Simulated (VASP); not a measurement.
# ZnS (P6_3mc) in VASP: notebook, part 2 of 2

VASP 6.6.1.

## (3) Single point, PBEsol

This run uses another cell than the first one, of the same volume but with other edges.

Contents of INCAR:

```
SYSTEM = ZnS
ALGO = Normal
EDIFF = 1E-6
ENCUT = 520
GGA = PS
ISIF = 2
ISMEAR = 0
LASPH = .True.
LCHARG = .False.
LREAL = .False.
LWAVE = .False.
NBANDS = 66
NELM = 100
PREC = Accurate
SIGMA = 0.05
```

Contents of KPOINTS:

```
k-points
0
Gamma
  9 9 2
  0 0 0
```

Contents of POSCAR:

```
ZnS
1.0
    3.8550092925      0.0000000000      0.0000000000
   -1.9275046462      3.3385359792      0.0000000000
    0.0000000000      0.0000000000     17.9084456684
Zn S
6 6
Direct
    0.0000000000      0.0000000000      0.0000277175
    0.0000000000      0.0000000000      0.5000277175
    0.3333333333      0.6666666667      0.1618309784
    0.6666666667      0.3333333333      0.6618309784
    0.6666666667      0.3333333333      0.3332753580
    0.3333333333      0.6666666667      0.8332753580
    0.0000000000      0.0000000000      0.1251125986
    0.0000000000      0.0000000000      0.6251125986
    0.3333333333      0.6666666667      0.2916367831
    0.6666666667      0.3333333333      0.7916367831
    0.6666666667      0.3333333333      0.4581259436
    0.3333333333      0.6666666667      0.9581259436
```

Potentials or basis: VASP PAW PBE potentials, release 64 (Zn, S).

Run with:

```bash
$ cat potpaw_PBE.64/Zn/POTCAR potpaw_PBE.64/S/POTCAR > POTCAR
$ mpirun -np 1 vasp_std > vasp.out
```

OUTCAR:

```text
SYSTEM = ZnS
   EDIFF = 1E-6
   ENCUT = 520
   GGA = PS
   ISIF = 2
   ISMEAR = 0
   LASPH = .True.
   LREAL = .False.
   NELM = 100
   PREC = Accurate

 ion  position               nearest neighbor table
   1  0.000  0.000  0.000-   7 2.24  12 2.35  12 2.35  12 2.35
   2  0.000  0.000  0.500-   8 2.24  11 2.35  11 2.35  11 2.35
   3  0.333  0.667  0.162-   7 2.32   7 2.32   7 2.32   9 2.32
   4  0.667  0.333  0.662-   8 2.32   8 2.32   8 2.32  10 2.32
   5  0.667  0.333  0.333-  11 2.24   9 2.35   9 2.35   9 2.35
   6  0.333  0.667  0.833-  12 2.24  10 2.35  10 2.35  10 2.35
   7  0.000  0.000  0.125-   1 2.24   3 2.32   3 2.32   3 2.32
   8  0.000  0.000  0.625-   2 2.24   4 2.32   4 2.32   4 2.32
   9  0.333  0.667  0.292-   3 2.32   5 2.35   5 2.35   5 2.35
  10  0.667  0.333  0.792-   4 2.32   6 2.35   6 2.35   6 2.35
  11  0.667  0.333  0.458-   5 2.24   2 2.35   2 2.35   2 2.35
  12  0.333  0.667  0.958-   6 2.24   1 2.35   1 2.35   1 2.35

  LATTYP: Found a hexagonal cell.
 ALAT       =     3.8550092925
 C/A-ratio  =     4.6455000000

  Lattice vectors:

 A1 = (   3.8550092925,   0.0000000000,   0.0000000000)
 A2 = (  -1.9275046462,   3.3385359792,   0.0000000000)
 A3 = (   0.0000000000,   0.0000000000,  17.9084456684)

Analysis of symmetry for initial positions (statically):
=====================================================================
 Subroutine PRICEL returns:
 Original cell was already a primitive cell.

 Routine SETGRP: Setting up the symmetry group for a
 hexagonal supercell.

 Subroutine GETGRP returns: Found 12 space group operations
 (whereof  6 operations were pure point group operations)
 out of a pool of 24 trial point group operations.

The static configuration has the point symmetry C_3v.
 The point group associated with its full space group is C_6v.

Analysis of symmetry for dynamics (positions and initial velocities):
[... 160 lines left out ...]
   LEPSILON=     F    determine dielectric tensor
   LRPA    =     F    only Hartree local field effects (RPA)
 non-spin polarized calculation
 Gauss-broadening in eV      SIGMA  =   0.05
  energy-cutoff  :      520.00
  volume of cell :      230.48
 maximum number of plane-waves:      6231
 NGX is ok and might be reduce to    30

 number of electron     108.0000042 magnetization

 Free energy of the ion-electron system (eV)
  ---------------------------------------------------
  ext. energy  EPLUGINS =         0.00000000
  ---------------------------------------------------
  free energy    TOTEN  =       -45.30592446 eV

  energy without entropy =      -45.30592446  energy(sigma->0) =      -45.30592446

 E-fermi :   2.6056     XC(G=0):  -9.9715

 val. band max:        2.3784334696   @ k =   0.0000   0.0000   0.0000
 cond. band min:       4.3653737772   @ k =   0.0000   0.0000   0.0000
 fundamental gap:      1.9869403077
 Fermi energy:         2.6056328358

 k-point     1 :       0.0000    0.0000    0.0000
  band No.  band energies     occupation
      1     -11.1234      2.00000
      2     -10.9833      2.00000
      3     -10.7400      2.00000
      4     -10.3959      2.00000
      5     -10.1493      2.00000
      6      -9.9325      2.00000
[... 1645 lines left out ...]
     65       8.9617      0.00000
     66       8.9617      0.00000

------------------------ aborting loop because EDIFF is reached ----------------------------------------

  FORCE on cell =-STRESS in cart. coord.  units (eV):
  Direction    XX          YY          ZZ          XY          YZ          ZX
  --------------------------------------------------------------------------------------
  -------------------------------------------------------------------------------------
  Total       -2.7167280     -2.7167280      7.6044616     -0.0000000      0.0000000      0.0000000
  in kB      -18.8850158    -18.8850158     52.8615226     -0.0000000      0.0000000      0.0000000
  external PRESSURE =       5.0304970 kB  Pullay stress =       0.0000000 kB

 VOLUME and BASIS-vectors are now :
 -----------------------------------------------------------------------------
  energy-cutoff  :      520.00
  volume of cell :      230.48
      direct lattice vectors                 reciprocal lattice vectors
     3.855009293  0.000000000  0.000000000     0.259402747  0.149766246  0.000000000
    -1.927504646  3.338535979  0.000000000     0.000000000  0.299532492  0.000000000
     0.000000000  0.000000000 17.908445668     0.000000000  0.000000000  0.055839575

 POSITION                                       TOTAL-FORCE (eV/Angst)
 -----------------------------------------------------------------------------------
      0.00000      0.00000      0.00050         0.000000     -0.000000     -0.579367
      0.00000      0.00000      8.95472        -0.000000      0.000000     -0.579367
     -0.00000      2.22569      2.89814        -0.000000     -0.000000      0.349230
      1.92750      1.11285     11.85236        -0.000000     -0.000000      0.349230
      1.92750      1.11285      5.96844        -0.000000     -0.000000     -0.592641
     -0.00000      2.22569     14.92267         0.000000     -0.000000     -0.592641
      0.00000      0.00000      2.24057        -0.000000      0.000000      0.324100
      0.00000      0.00000     11.19480         0.000000     -0.000000      0.324100
     -0.00000      2.22569      5.22276        -0.000000     -0.000000     -0.037224
      1.92750      1.11285     14.17698         0.000000     -0.000000     -0.037224
      1.92750      1.11285      8.20432         0.000000     -0.000000      0.535903
     -0.00000      2.22569     17.15855        -0.000000     -0.000000      0.535903
 -----------------------------------------------------------------------------------
    total drift:                               -0.000001     -0.000001      0.007072

  FREE ENERGIE OF THE ION-ELECTRON SYSTEM (eV)
  ---------------------------------------------------
  free  energy   TOTEN  =       -45.3059244597 eV

  energy  without entropy=      -45.3059244597  energy(sigma->0) =      -45.30592446
```

OSZICAR:

```text
N       E                     dE             d eps       ncg     rms          rms(c)
DAV:   1     0.969813135797E+03    0.96981E+03   -0.48916E+04  3168   0.200E+03
DAV:   2     0.109401666516E+03   -0.86041E+03   -0.82578E+03  3168   0.482E+02
DAV:   3    -0.381136134764E+02   -0.14752E+03   -0.14359E+03  3474   0.176E+02
DAV:   4    -0.475921626513E+02   -0.94785E+01   -0.94131E+01  3674   0.447E+01
DAV:   5    -0.477944390896E+02   -0.20228E+00   -0.20203E+00  3776   0.659E+00    0.175E+01
DAV:   6    -0.452306054590E+02    0.25638E+01   -0.60026E+00  4476   0.479E+01    0.132E+01
DAV:   7    -0.454761393050E+02   -0.24553E+00   -0.83338E+00  3616   0.951E+00    0.460E+00
DAV:   8    -0.453260687443E+02    0.15007E+00   -0.49767E-01  4048   0.693E+00    0.154E+00
DAV:   9    -0.453053024543E+02    0.20766E-01   -0.20003E-01  4216   0.402E+00    0.476E-01
DAV:  10    -0.453054825190E+02   -0.18006E-03   -0.14175E-02  3872   0.194E+00    0.358E-01
DAV:  11    -0.453056780198E+02   -0.19550E-03   -0.21296E-03  3912   0.313E-01    0.269E-01
DAV:  12    -0.453059391059E+02   -0.26109E-03   -0.61411E-04  3560   0.361E-01    0.746E-02
DAV:  13    -0.453059155429E+02    0.23563E-04   -0.29058E-04  3832   0.322E-01    0.228E-02
DAV:  14    -0.453059212077E+02   -0.56647E-05   -0.73448E-05  3536   0.665E-02    0.177E-02
DAV:  15    -0.453059230779E+02   -0.18702E-05   -0.52598E-06  3472   0.406E-02    0.938E-03
DAV:  16    -0.453059243868E+02   -0.13089E-05   -0.48983E-06  3070   0.362E-02    0.543E-03
DAV:  17    -0.453059244597E+02   -0.72876E-07   -0.35581E-06  3080   0.153E-02
   1 F= -.45305924E+02 E0= -.45305924E+02  d E =-.187778E-12
```

stdout:

```text
POSCAR found type information on POSCAR ZnS
 POSCAR found :  2 types and      12 ions
 scaLAPACK will be used
 -----------------------------------------------------------------------------
|                                                                             |
|                                                                             |
|     You enforced a specific xc type in the INCAR file but a different       |
|     I HOPE YOU KNOW WHAT YOU ARE DOING!                                     |
|                                                                             |
 -----------------------------------------------------------------------------

 LDA part: xc-table for (Slater+PW92), standard interpolation
 POSCAR, INCAR and KPOINTS ok, starting setup
 FFT: planning ... GRIDC
 FFT: planning ... GRID_SOFT
 FFT: planning ... GRID
 WAVECAR not read
 entering main loop
```

Run time: 14 min. Hardware: 1 thread of Oxide Virtual Turin-like, shared host; peak memory 0.46 GiB.

Results:

```
Free energy            : -45.3059 eV
Pressure               : 0.5 GPa
Largest force          : 0.593 eV/Å
Band gap on the k mesh : 1.99 eV
```

Forces in eV/Å, atoms in the order of the input:
```
Zn   0.000  0.000 -0.579
Zn   0.000  0.000 -0.579
Zn   0.000  0.000  0.349
Zn   0.000  0.000  0.349
Zn   0.000  0.000 -0.593
Zn   0.000  0.000 -0.593
S    0.000  0.000  0.324
S    0.000  0.000  0.324
S    0.000  0.000 -0.037
S    0.000  0.000 -0.037
S    0.000  0.000  0.536
S    0.000  0.000  0.536
```

Stress tensor (GPa, compression positive):
```
-1.89  0.00  0.00
 0.00 -1.89  0.00
 0.00  0.00  5.29
```

Caveat: the stress differs along the axes, from -2 to 5 GPa; the PAW data sets were made with another functional, which shifts forces and pressure a little. A k mesh can miss the band edges.

## (4) Single point, PBEsol

This run uses another cell than the first one, of the same volume but with other edges.

Contents of INCAR:

```
PREC = Accurate ; ENCUT = 520
EDIFF = 1E-6 ; ISMEAR = 0
SIGMA = 0.05 ; LREAL = False
LASPH = True ; NELM = 60
ALGO = Normal ; ISIF = 2
LWAVE = False ; LCHARG = True
GGA = PS ; LELF = True
LVHAR = True ; NBANDS = 66
```

Contents of KPOINTS:

```
Automatic mesh
0
Gamma
  9 9 2
```

POSCAR, as its differences from that of step 3:

```diff
@@ -10,4 +10,4 @@
     0.0000000000      0.0000000000      0.5000277175
-    0.3333333333      0.6666666667      0.1618309784
-    0.6666666667      0.3333333333      0.6618309784
+    0.3333333333      0.6666666667      0.1817880780
+    0.6666666667      0.3333333333      0.6817880780
     0.6666666667      0.3333333333      0.3332753580
```

Run with:

```bash
$ cat potpaw_PBE.64/Zn/POTCAR potpaw_PBE.64/S/POTCAR > POTCAR
$ mpirun -np 1 vasp_std > vasp.out
```

Run time: 11 min. Hardware: 1 thread of Oxide Virtual Turin-like, shared host; peak memory 0.45 GiB.

It converged, with:

```
Free energy            : -43.9192 eV
Pressure               : 3.1 GPa
Largest force          : 5.453 eV/Å
Band gap on the k mesh : 1.85 eV
```

Forces in eV/Å, atoms in the order of the input:
```
Zn   0.000  0.000 -0.192
Zn   0.000  0.000 -0.192
Zn   0.000  0.000 -5.453
Zn   0.000  0.000 -5.453
Zn   0.000  0.000 -0.151
Zn   0.000  0.000 -0.151
S    0.000  0.000  1.124
S    0.000  0.000  1.124
S    0.000  0.000  4.375
S    0.000  0.000  4.375
S    0.000  0.000  0.297
S    0.000  0.000  0.297
```

Stress tensor (GPa, compression positive):
```
-3.10  0.00  0.00
 0.00 -3.10  0.00
 0.00  0.00 15.56
```

Levels at points of the mesh, in eV from the valence-band top:
```csv
k point,band 50,band 51,band 52,band 53,band 54,band 55,band 56,band 57,band 58,band 59
"(0.00, 0.00, 0.00)",-0.17,-0.15,-0.15,0.00,0.00,1.85,2.48,2.79,2.88,3.39
"(0.00, 0.00, 0.50)",-0.74,-0.07,-0.07,-0.07,-0.07,2.22,2.22,2.79,2.79,3.44
```

Caveat: the stress differs along the axes, from -3 to 16 GPa; the PAW data sets were made with another functional, which shifts forces and pressure a little.

## (5) Single point, PBEsol

Contents of INCAR:

```
SYSTEM = ZnS
ALGO = Normal
EDIFF = 1E-6
ENCUT = 520
GGA = PS
ISIF = 2
ISMEAR = 0
LASPH = .True.
LCHARG = .False.
LREAL = .False.
LWAVE = .False.
NBANDS = 66
NELM = 100
PREC = Accurate
SIGMA = 0.05
```

Contents of KPOINTS:

```
k-points
0
Gamma
  9 9 2
  0 0 0
```

Contents of POSCAR:

```
ZnS
1.0
    3.7202335699      0.0000000000      0.0000000000
   -1.8601167849      3.2218167795      0.0000000000
    0.0000000000      0.0000000000     19.2295152993
Zn S
6 6
Direct
    0.0000000000      0.0000000000      0.0000277175
    0.0000000000      0.0000000000      0.5000277175
    0.3333333333      0.6666666667      0.1718122200
    0.6666666667      0.3333333333      0.6718122200
    0.6666666667      0.3333333333      0.3332753580
    0.3333333333      0.6666666667      0.8332753580
    0.0000000000      0.0000000000      0.1251125986
    0.0000000000      0.0000000000      0.6251125986
    0.3333333333      0.6666666667      0.2916367831
    0.6666666667      0.3333333333      0.7916367831
    0.6666666667      0.3333333333      0.4581259436
    0.3333333333      0.6666666667      0.9581259436
```

Run with:

```bash
$ cat potpaw_PBE.64/Zn/POTCAR potpaw_PBE.64/S/POTCAR > POTCAR
$ mpirun -np 1 vasp_std > vasp.out
```

It took 11 min on 1 thread of Oxide Virtual Turin-like, shared host; peak memory 0.44 GiB.

It converged, with:

| Property | Result |
| --- | --- |
| Free energy | -45.3266 eV |
| Pressure | 0.3 GPa |
| Largest force | 0.477 eV/Å |
| Band gap on the k mesh | 1.90 eV |

Forces on the atoms (eV/Å):
```
Zn   0.000  0.000  0.407
Zn   0.000  0.000  0.407
Zn   0.000  0.000 -0.477
Zn   0.000  0.000 -0.477
Zn   0.000  0.000  0.423
Zn   0.000  0.000  0.423
S    0.000  0.000 -0.025
S    0.000  0.000 -0.025
S    0.000  0.000  0.053
S    0.000  0.000  0.053
S    0.000  0.000 -0.381
S    0.000  0.000 -0.381
```

Stress tensor (GPa, compression positive):
```
 2.38  0.00  0.00
 0.00  2.38  0.00
 0.00  0.00 -3.72
```

Levels at points of the mesh, in eV from the valence-band top:
| k point | band 50 | band 51 | band 52 | band 53 | band 54 | band 55 | band 56 | band 57 | band 58 | band 59 |
| --- | --- | --- | --- | --- | --- | --- | --- | --- | --- | --- |
| (0.00, 0.00, 0.00) | -0.35 | -0.13 | -0.13 | 0.00 | 0.00 | 1.90 | 3.09 | 3.30 | 3.45 | 3.54 |
| (0.00, 0.00, 0.50) | -0.48 | -0.05 | -0.05 | -0.05 | -0.05 | 2.44 | 2.44 | 3.42 | 3.42 | 3.65 |

Caveat: the stress differs along the axes, from -4 to 2 GPa; the PAW data sets were made with another functional, which shifts forces and pressure a little.

## (6) Overview

```tsv
cell	gap on the mesh (eV)	pressure (GPa)	largest force (eV/Å)
a = 3.720, b = 3.720, c = 19.230 Å, angles 90.0, 90.0, 120.0°, 12 atoms, atomic positions A	1.55	0.8	2.98
a = 3.855, b = 3.855, c = 17.908 Å, angles 90.0, 90.0, 120.0°, 12 atoms, atomic positions B	1.99	0.5	0.59
a = 3.855, b = 3.855, c = 17.908 Å, angles 90.0, 90.0, 120.0°, 12 atoms, atomic positions A	1.85	3.1	5.45
a = 3.720, b = 3.720, c = 19.230 Å, angles 90.0, 90.0, 120.0°, 12 atoms, atomic positions C	1.90	0.3	0.48
```

Alike in all rows: task single point; level PBEsol; potentials or basis VASP PAW PBE potentials, release 64 (Zn, S); no spin polarisation; k mesh 9 × 9 × 2; cutoff (eV) 520; smearing gaussian 0.05 eV.

Caveats: the PAW data sets were made with another functional, which shifts forces and pressure a little; the stress differs along the axes, from -2 to 5 GPa (at least some runs); the stress differs along the axes, from -3 to 16 GPa (at least some runs); the stress differs along the axes, from -4 to 2 GPa (at least some runs).

Total energies depend on the potentials used, so only differences within one code and one set of settings carry meaning.
